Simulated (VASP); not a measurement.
# Hf3W (P6_3/mmc) in VASP: single point with PBE

Aim: the single point of Hf3W with PBE.

Everything below comes from runs of VASP 6.6.1. Logs are shortened: lines on timing, memory, paths and dates and some standing lists are left out, and cuts for length are marked.

### Step 1. The cell of the first run

Symmetry: P6_3/mmc, No. 194, hexagonal system. The conventional cell has a = 6.274 Å, b = 6.274 Å, c = 4.856 Å, α = 90.00°, β = 90.00°, γ = 120.00°. Within 3.9 Å of Hf (site symmetry mm2) lie 4 W at 2.98 to 3.14 Å and 8 Hf at 3.00 to 3.27 Å. Within 3.9 Å of W (site symmetry -6m2) lie 12 Hf at 2.98 to 3.14 Å.

### Step 2. Single point, PBE

The input, INCAR:

```
ALGO     = Fast           # electronic algorithm
EDIFF    = 1E-6           # SCF threshold, eV
ENCUT    = 520            # plane-wave cutoff, eV
GGA      = PE             # functional
ISIF     = 2              # what is computed and relaxed
ISMEAR   = 0              # smearing method
LASPH    = T              # aspherical terms in the spheres
LCHARG   = F              # write CHGCAR
LREAL    = F              # projectors in reciprocal space
LWAVE    = F              # write WAVECAR
NBANDS   = 54             # bands
NELM     = 60             # most SCF steps
PREC     = Accurate       # precision mode
SIGMA    = 0.1            # smearing width, eV
```

The input, KPOINTS:

```
k-points
0
Gamma
  6 6 8
```

The input, POSCAR:

```
Hf3W
1.0
    6.2739344188      0.0000000000      0.0000000000
   -3.1369672094      5.4333865883      0.0000000000
    0.0000000000      0.0000000000      4.8555137808
Hf W
6 2
Direct
    0.8261218986      0.6522437972      0.2500000000
    0.1738781014      0.8261218986      0.7500000000
    0.3477562028      0.1738781014      0.2500000000
    0.1738781014      0.3477562028      0.7500000000
    0.8261218986      0.1738781014      0.2500000000
    0.6522437972      0.8261218986      0.7500000000
    0.3333333333      0.6666666667      0.2500000000
    0.6666666667      0.3333333333      0.7500000000
```

Potentials or basis: VASP PAW PBE potentials, release 64 (Hf_pv, W_sv).

Started as:

```console
cat potpaw_PBE.64/Hf_pv/POTCAR potpaw_PBE.64/W_sv/POTCAR > POTCAR
mpirun -np 1 vasp_std > vasp.out
```

OUTCAR:

```text
EDIFF = 1E-6
   ENCUT = 520
   GGA = PE
   ISIF = 2
   ISMEAR = 0
   LASPH = T
   LREAL = F
   NELM = 60
   PREC = Accurate

 ion  position               nearest neighbor table
   1  0.826  0.652  0.250-   8 2.98   8 2.98   3 3.00   5 3.00   2 3.08   2 3.08   6 3.08   6 3.08
                             7 3.14   7 3.14   5 3.27   3 3.27
   2  0.174  0.826  0.750-   7 2.98   7 2.98   4 3.00   6 3.00   3 3.08   3 3.08   1 3.08   1 3.08
                             8 3.14   8 3.14   4 3.27   6 3.27
   3  0.348  0.174  0.250-   8 2.98   8 2.98   1 3.00   5 3.00   2 3.08   2 3.08   4 3.08   4 3.08
                             7 3.14   7 3.14   1 3.27   5 3.27
   4  0.174  0.348  0.750-   7 2.98   7 2.98   2 3.00   6 3.00   5 3.08   3 3.08   5 3.08   3 3.08
                             8 3.14   8 3.14   2 3.27   6 3.27
   5  0.826  0.174  0.250-   8 2.98   8 2.98   1 3.00   3 3.00   6 3.08   6 3.08   4 3.08   4 3.08
                             7 3.14   7 3.14   1 3.27   3 3.27
   6  0.652  0.826  0.750-   7 2.98   7 2.98   4 3.00   2 3.00   5 3.08   5 3.08   1 3.08   1 3.08
                             8 3.14   8 3.14   4 3.27   2 3.27
   7  0.333  0.667  0.250-   2 2.98   2 2.98   4 2.98   4 2.98   6 2.98   6 2.98   3 3.14   1 3.14
                             5 3.14   5 3.14   3 3.14   1 3.14
   8  0.667  0.333  0.750-   5 2.98   5 2.98   1 2.98   1 2.98   3 2.98   3 2.98   6 3.14   4 3.14
                             2 3.14   2 3.14   6 3.14   4 3.14

  LATTYP: Found a hexagonal cell.
 ALAT       =     6.2739344188
 C/A-ratio  =     0.7739184787

  Lattice vectors:

 A1 = (   6.2739344188,   0.0000000000,   0.0000000000)
 A2 = (  -3.1369672094,   5.4333865883,   0.0000000000)
 A3 = (   0.0000000000,   0.0000000000,   4.8555137808)

Analysis of symmetry for initial positions (statically):
=====================================================================
 Subroutine PRICEL returns:
 Original cell was already a primitive cell.

 Routine SETGRP: Setting up the symmetry group for a
 hexagonal supercell.

 Subroutine GETGRP returns: Found 24 space group operations
 (whereof 12 operations were pure point group operations)
 out of a pool of 24 trial point group operations.

The static configuration has the point symmetry D_3d.
 The point group associated with its full space group is D_6h.

Analysis of symmetry for dynamics (positions and initial velocities):
=====================================================================
 Subroutine PRICEL returns:
 Original cell was already a primitive cell.

 Routine SETGRP: Setting up the symmetry group for a
 hexagonal supercell.

 Subroutine GETGRP returns: Found 24 space group operations
 (whereof 12 operations were pure point group operations)
 out of a pool of 24 trial point group operations.

The dynamic configuration has the point symmetry D_3d.
 The point group associated with its full space group is D_6h.

 Subroutine INISYM returns: Found 24 space group operations
 (whereof 12 operations are pure point group operations),
 and found     1 'primitive' translations

----------------------------------------------------------------------------------------

                                     Primitive cell

  volume of cell :     165.5182

  direct lattice vectors                    reciprocal lattice vectors
     6.273934419  0.000000000  0.000000000     0.159389616  0.092023638  0.000000000
    -3.136967209  5.433386588  0.000000000     0.000000000  0.184047276  0.000000000
     0.000000000  0.000000000  4.855513781     0.000000000  0.000000000  0.205951429

  length of vectors
     6.273934419  6.273934419  4.855513781     0.184047276  0.184047276  0.205951429

  position of ions in fractional coordinates (direct lattice)
     0.826121899  0.652243797  0.250000000
     0.173878101  0.826121899  0.750000000
     0.347756203  0.173878101  0.250000000
     0.173878101  0.347756203  0.750000000
     0.826121899  0.173878101  0.250000000
     0.652243797  0.826121899  0.750000000
     0.333333333  0.666666667  0.250000000
     0.666666667  0.333333333  0.750000000

  ion indices of the primitive-cell ions
   primitive index   ion index
                 1           1
                 2           2
                 3           3
                 4           4
                 5           5
                 6           6
                 7           7
                 8           8

----------------------------------------------------------------------------------------

 KPOINTS: k-points

Automatic generation of k-mesh.
 Grid dimensions read from file:
 generate k-points for:    6    6    8

 Generating k-lattice:

  Cartesian coordinates                     Fractional coordinates (reciprocal lattice)
     0.026564936  0.015337273  0.000000000     0.166666667 -0.000000000  0.000000000
     0.000000000  0.030674546  0.000000000     0.000000000  0.166666667  0.000000000
     0.000000000  0.000000000  0.025743929     0.000000000  0.000000000  0.125000000

  Length of vectors
     0.030674546  0.030674546  0.025743929

  Shift w.r.t. Gamma in fractional coordinates (k-lattice)
     0.000000000  0.000000000  0.000000000

 Subroutine IBZKPT returns following result:
 ===========================================

 Found     35 irreducible k-points:

 Following reciprocal coordinates:
            Coordinates               Weight
  0.000000  0.000000  0.000000      1.000000
  0.166667 -0.000000  0.000000      6.000000
  0.333333 -0.000000  0.000000      6.000000
  0.500000  0.000000  0.000000      3.000000
  0.166667  0.166667  0.000000      6.000000
  0.333333  0.166667  0.000000     12.000000
[... 16 lines left out ...]
  0.166667 -0.000000  0.375000     12.000000
  0.333333 -0.000000  0.375000     12.000000
 [... further k-points ...]
   k-points           NKPTS =     35   k-points in BZ     NKDIM =     35   number of bands    NBANDS=     54
   number of dos      NEDOS =    301   number of ions     NIONS =      8
   total plane-waves  NPLWV =  82944
   dimension x,y,z NGX =    48 NGY =   48 NGZ =   36
   dimension x,y,z NGXF=    96 NGYF=   96 NGZF=   72
   ions per type =               6   2
   NGX,Y,Z   is equivalent  to a cutoff of  12.72, 12.72, 12.33 a.u.
   NGXF,Y,Z  is equivalent  to a cutoff of  25.44, 25.44, 24.65 a.u.
 SYSTEM =  unknown system
   PREC   = accura    normal or accurate (medium, high low for compatibility)
   ISTART =      0    job   : 0-new  1-cont  2-samecut
   ICHARG =      2    charge: 1-file 2-atom 10-const
   ISPIN  =      1    spin polarized calculation?
   LNONCOLLINEAR =      F non collinear calculations
   LSORBIT =      F    spin-orbit coupling
   LASPH  =      T    aspherical Exc in radial PAW
   ENCUT  =  520.0 eV  38.22 Ry    6.18 a.u.  11.67 11.67  9.03*2*pi/ulx,y,z
   NELM   =     60;   NELMIN=  2; NELMDL= -5     # of ELM steps
   EDIFF  = 0.1E-05   stopping-criterion for ELM
   LREAL  =      F    real-space projection
   EDIFFG = 0.1E-04   stopping-criterion for IOM
   NSW    =      0    number of steps for IOM
   IBRION =     -1    ionic relax: 0-MD 1-quasi-New 2-CG
   NFREE  =      0    steps in history (QN), initial steepest desc. (CG)
   ISIF   =      2    stress and relaxation
   ISYM   =      2    0-nonsym 1-usesym 2-fastsym
   POTIM  = 0.5000    time-step for ionic-motion
   TEBEG  =    0.0;   TEEND  =   0.0 temperature during run
   PSTRESS=    0.0 pullay stress
   NELECT =      88.0000    total number of electrons
   NUPDOWN=      -1.0000    fix difference up-down
   EMIN   =  10.00;   EMAX   =-10.00  energy-range for DOS
   EFERMI =   0.00;   METHOD = LEGACY
   ISMEAR =     0;   SIGMA  =   0.10  broadening in eV -4-tet -1-fermi 0-gaus
   EFERMI_NEDOS =   21; number of points for ismear=-14 and -15
   IALGO  =     68    algorithm
   IMIX   =      4    mixing-type and parameters
     AMIX     =   0.40;   BMIX     =  1.00
     AMIX_MAG =   1.60;   BMIX_MAG =  1.00
  volume/ion in A,a.u.               =      20.69       139.62
  Fermi-wavevector in a.u.,A,eV,Ry     =   1.326235  2.506221 23.931275  1.758899
  Thomas-Fermi vector in A             =   2.455637
   LORBIT       =      0    0 simple, 1 ext, 2 COOP (PROOUT), +10 PAW based schemes
   GGA     = PE    functional components
   LHFCALC =     F    Hartree Fock is set to
   AEXX    =    0.0000 exact exchange contribution
   IVDW    =     0    specifies the selected vdW correction
   LEPSILON=     F    determine dielectric tensor
   LRPA    =     F    only Hartree local field effects (RPA)
 non-spin polarized calculation
 RMM-DIIS sequential band-by-band and
 Gauss-broadening in eV      SIGMA  =   0.10
  energy-cutoff  :      520.00
  volume of cell :      165.52
 maximum number of plane-waves:      4518
 NGX is ok and might be reduce to    48
   NGX = 23   NGY = 23   NGZ = 19

 number of electron      88.0000010 magnetization

 Free energy of the ion-electron system (eV)
  ---------------------------------------------------
  ext. energy  EPLUGINS =         0.00000000
  ---------------------------------------------------
  free energy    TOTEN  =       -83.61033584 eV

  energy without entropy =      -83.56525315  energy(sigma->0) =      -83.58779450

 E-fermi :   6.0463     XC(G=0): -11.7614

 val. band max:        6.0323773108   @ k =   0.3333   0.3333   0.0000
 cond. band min:       6.0684608637   @ k =   0.3333   0.1667   0.1250
 fundamental gap:      0.0360835530
 Fermi energy:         6.0463404835

 k-point     1 :       0.0000    0.0000    0.0000
  band No.  band energies     occupation
      1     -67.5082      2.00000
      2     -67.5082      2.00000
      3     -31.7423      2.00000
      4     -31.7423      2.00000
      5     -31.7345      2.00000
      6     -31.7345      2.00000
[... 46 lines left out ...]
     53       7.6005      0.00000
     54       7.8431      0.00000

 k-point     2 :       0.1667   -0.0000    0.0000
  band No.  band energies     occupation
      1     -67.5082      2.00000
      2     -67.5082      2.00000
      3     -31.7419      2.00000
      4     -31.7410      2.00000
      5     -31.7344      2.00000
      6     -31.7343      2.00000
[... 46 lines left out ...]
     53       7.6658      0.00000
     54       7.8557      0.00000

 k-point     3 :       0.3333   -0.0000    0.0000
  band No.  band energies     occupation
      1     -67.5082      2.00000
      2     -67.5082      2.00000
      3     -31.7409      2.00000
      4     -31.7380      2.00000
      5     -31.7342      2.00000
      6     -31.7340      2.00000
[... 46 lines left out ...]
     53       7.6066      0.00000
     54       7.6616      0.00000
[... 1084 lines left out ...]
 k-point    23 :       0.1667   -0.0000    0.3750
  band No.  band energies     occupation
      1     -67.5082      2.00000
      2     -67.5082      2.00000
      3     -31.7413      2.00000
      4     -31.7406      2.00000
      5     -31.7384      2.00000
      6     -31.7380      2.00000
[... 46 lines left out ...]
     53       7.4394      0.00000
     54       7.7932      0.00000

 k-point    24 :       0.3333   -0.0000    0.3750
  band No.  band energies     occupation
      1     -67.5082      2.00000
      2     -67.5082      2.00000
      3     -31.7405      2.00000
      4     -31.7384      2.00000
      5     -31.7380      2.00000
      6     -31.7369      2.00000
[... 46 lines left out ...]
     53       7.5409      0.00000
     54       7.9045      0.00000

 [... further k-points ...]
[... 5 lines left out ...]
  --------------------------------------------------------------------------------------
  -------------------------------------------------------------------------------------
  Total       -0.5472177     -0.5472177     -0.4923855      0.0000000      0.0000000      0.0000000
  in kB       -5.2969383     -5.2969383     -4.7661762      0.0000000      0.0000000      0.0000000
  external PRESSURE =      -5.1200176 kB  Pullay stress =       0.0000000 kB

 VOLUME and BASIS-vectors are now :
 -----------------------------------------------------------------------------
  energy-cutoff  :      520.00
  volume of cell :      165.52
      direct lattice vectors                 reciprocal lattice vectors
     6.273934419  0.000000000  0.000000000     0.159389616  0.092023638  0.000000000
    -3.136967209  5.433386588  0.000000000     0.000000000  0.184047276  0.000000000
     0.000000000  0.000000000  4.855513781     0.000000000  0.000000000  0.205951429

 POSITION                                       TOTAL-FORCE (eV/Angst)
 -----------------------------------------------------------------------------------
      3.13697      3.54389      1.21388        -0.000000     -0.021534      0.000000
     -1.50062      4.48864      3.64164         0.018649     -0.010767      0.000000
      1.63635      0.94475      1.21388         0.018649      0.010767      0.000000
      0.00000      1.88949      3.64164        -0.000000      0.021534     -0.000000
      4.63758      0.94475      1.21388        -0.018649      0.010767     -0.000000
      1.50062      4.48864      3.64164        -0.018649     -0.010767     -0.000000
     -0.00000      3.62226      1.21388         0.000000     -0.000000      0.000000
      3.13697      1.81113      3.64164         0.000000     -0.000000     -0.000000
 -----------------------------------------------------------------------------------
    total drift:                               -0.000000      0.000000     -0.000000

  FREE ENERGIE OF THE ION-ELECTRON SYSTEM (eV)
  ---------------------------------------------------
  free  energy   TOTEN  =       -83.6103358391 eV

  energy  without entropy=      -83.5652531549  energy(sigma->0) =      -83.58779450
```

It took 7.4 min on 1 thread of Intel Xeon 6975P-C, shared host; peak memory 0.43 GiB.

Results:

| Quantity | Value |
| --- | --- |
| Free energy | -83.6103 eV |
| Pressure | -0.5 GPa |
| Largest force | 0.022 eV/Å |
| Band gap on the k mesh | zero (band 44 reaches 6.63 eV, above the bottom of band 45 at 5.80 eV) |

Forces in eV/Å, atoms in the order of the input:
```
Hf   0.000 -0.022  0.000
Hf   0.019 -0.011  0.000
Hf   0.019  0.011  0.000
Hf   0.000  0.022  0.000
Hf  -0.019  0.011  0.000
Hf  -0.019 -0.011  0.000
W    0.000  0.000  0.000
W    0.000  0.000  0.000
```

Caveat: spin-orbit coupling is left out, which moves the levels of the heavy elements.
